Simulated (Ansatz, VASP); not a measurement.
One calculation of Si, two programs

```xyz
17
Lattice="0.0000 5.4300 5.4300 5.4300 0.0000 5.4300 5.4300 5.4300 0.0000" Properties=species:S:1:pos:R:3 pbc="T T T"
Si   -0.0024    0.0026    0.0335
Si    1.3608    1.3623    1.3537
Si    2.7152    2.7146    0.0001
Si    4.0675    4.0695    1.3531
Si    2.6808    0.0019    2.7166
Si    4.0464    1.3850    4.0978
Si    5.4291    2.7507    2.7158
Si    6.7919    4.0690    4.0777
Si   -0.0009    2.6821    2.7145
Si    1.3776    4.0530    4.0934
Si    2.7479    5.4319    2.7137
Si    4.0686    6.7918    4.0761
Si    2.7122    2.7210    5.4299
Si    4.0493    4.0515    6.7653
Si    5.4306    5.4313    5.3969
Si    6.8107    6.8137    6.7637
Si    5.4273    5.4358    8.1449
```

Alike in both runs: functional PBE; k mesh 2 × 2 × 2; occupations gaussian, width 0.05 eV; no spin polarisation.

Ansatz relaxed the structure, and its values are those at the end. VASP's run is a single point on that final structure, the one shown.

|  | VASP | Ansatz |
| --- | --- | --- |
| version | VASP 6.6.1 | Ansatz 0.2.0 |
| potentials or method | VASP PAW PBE potentials, release 64 (Si), cutoff 520 eV | scalar-relativistic, plane waves, PAW |
| valence electrons in the cell | 68 | 68 |

Ansatz gave:

| Item | Value |
| --- | --- |
| rms of the force components (eV/Å) | 0.010 |

Q: Which values does VASP return?

A: rms of the force components (eV/Å): 0.009.

The k mesh is coarse, so the values compare programs but aren't converged.
